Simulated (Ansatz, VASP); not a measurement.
One calculation of Os, two programs

```
Os
1.0
     2.73938    0.00000    0.00000
    -1.36969    2.37237    0.00000
     0.00000    0.00000    4.31382
Os
2
Direct
  0.33333 0.66667 0.25000
  0.66667 0.33333 0.75000
```

Alike in both runs: task single point; functional r2SCAN; k mesh 13 × 13 × 7; occupations fermi-dirac, width 0.01 eV; no spin polarisation.

```csv
,VASP,Ansatz
version,VASP 6.6.1,Ansatz 0.2.0
potentials or method,"VASP PAW PBE potentials, release 64 (Os), cutoff 520 eV","plane waves (500 eV) with PAW, scalar-relativistic"
valence electrons in the cell,16,32
```

```csv
,VASP,Ansatz,Ansatz less VASP
pressure (GPa),0.8,-0.3,-1.04
"traceless stress, the component that is largest in VASP (GPa)",-0.17,-0.22,-0.051
```

VASP's potentials were made for PBE, not for r2SCAN. VASP's potentials hold 16 valence electrons a cell and Ansatz's 32, so a difference there can come from the potentials and not from the codes.

Neither program's run includes spin-orbit coupling.
